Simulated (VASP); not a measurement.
The system is AlPt.

```
Al Pt
1.0
     4.91627    0.00000    0.00000
     0.00000    4.91627    0.00000
     0.00000    0.00000    4.91627
Al Pt
4 4
Direct
  0.84404 0.84404 0.84404
  0.65596 0.15596 0.34404
  0.34404 0.65596 0.15596
  0.15596 0.34404 0.65596
  0.15488 0.15488 0.15488
  0.34512 0.84512 0.65488
  0.65488 0.34512 0.84512
  0.84512 0.65488 0.34512
```

```yaml
Program: VASP 6.6.1
Task: relaxation of cell and atoms
Functional: PBEsol
Potentials_or_basis: VASP PAW PBE potentials, release 64 (Al, Pt)
Cutoff: 600 eV
k_mesh: 8 × 8 × 8
Occupations: gaussian, width 0.1 eV
Spin: no spin polarisation
```

At the start: pressure -5.6 GPa; volume 14.85 Å³/atom.

Task: Where does the relaxation end?

Result: Over 10 steps the energy falls by 7.8 meV/atom and the volume is 14.42 Å³/atom (-2.9 %); space group P2_13 (No. 198, to 0.05 Å).

Step by step:
```csv
step,energy change (eV),largest force (eV/Å),pressure (GPa),volume (Å³)
1,0.0000,0.0393,-5.58,118.82
2,0.1019,0.0664,10.51,110.16
3,-0.0618,0.0401,-0.07,115.42
4,-0.0618,0.0401,0.05,115.35
5,-0.0621,0.0278,0.05,115.35
6,-0.0623,0.0117,0.05,115.35
7,-0.0622,0.0198,0.06,115.34
8,-0.0623,0.0005,0.06,115.34
9,-0.0623,0.0011,-0.14,115.45
10,-0.0623,0.0006,0.01,115.37
```

Final structure:
```yaml
crystal:
  lattice:
    - [4.86820, 0.00000, 0.00000]
    - [0.00000, 4.86820, 0.00000]
    - [0.00000, 0.00000, 4.86820]
  atoms:
    - { symbol: Al, position: [0.84418, 0.84418, 0.84418] }
    - { symbol: Al, position: [0.65582, 0.15582, 0.34418] }
    - { symbol: Al, position: [0.34418, 0.65582, 0.15582] }
    - { symbol: Al, position: [0.15582, 0.34418, 0.65582] }
    - { symbol: Pt, position: [0.15411, 0.15411, 0.15411] }
    - { symbol: Pt, position: [0.34589, 0.84589, 0.65411] }
    - { symbol: Pt, position: [0.65411, 0.34589, 0.84589] }
    - { symbol: Pt, position: [0.84589, 0.65411, 0.34589] }
```

Caveat: the PAW data sets were made with another functional, which shifts forces and pressure a little.
